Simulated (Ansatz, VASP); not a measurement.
C: VASP beside Ansatz

```
CELL_PARAMETERS angstrom
0.00000 1.72814 1.72814
1.72814 0.00000 1.72814
1.72814 1.72814 0.00000
ATOMIC_POSITIONS crystal
C 0.00000 0.00000 0.00000
C 0.25000 0.25000 0.25000
```

Alike in both runs: task single point; functional PBEsol; k mesh 22 × 22 × 22; occupations gaussian, width 0.05 eV; no spin polarisation.

|  | VASP | Ansatz |
| --- | --- | --- |
| version | VASP 6.6.1 | Ansatz 0.2.0 |
| potentials or method | VASP PAW PBE potentials, release 64 (C), cutoff 520 eV | scalar-relativistic, plane waves, PAW |
| valence electrons in the cell | 8 | 8 |

VASP gave:

| Item | Value |
| --- | --- |
| gap on the k mesh at the Fermi level (eV) | 4.22 |
| least direct gap on the mesh (eV) | 5.80 |

**Question.** Estimate Ansatz's values.

**Answer.** gap on the k mesh at the Fermi level (eV): 4.23; least direct gap on the mesh (eV): 5.80.

VASP's potentials were made for PBE, not for PBEsol.
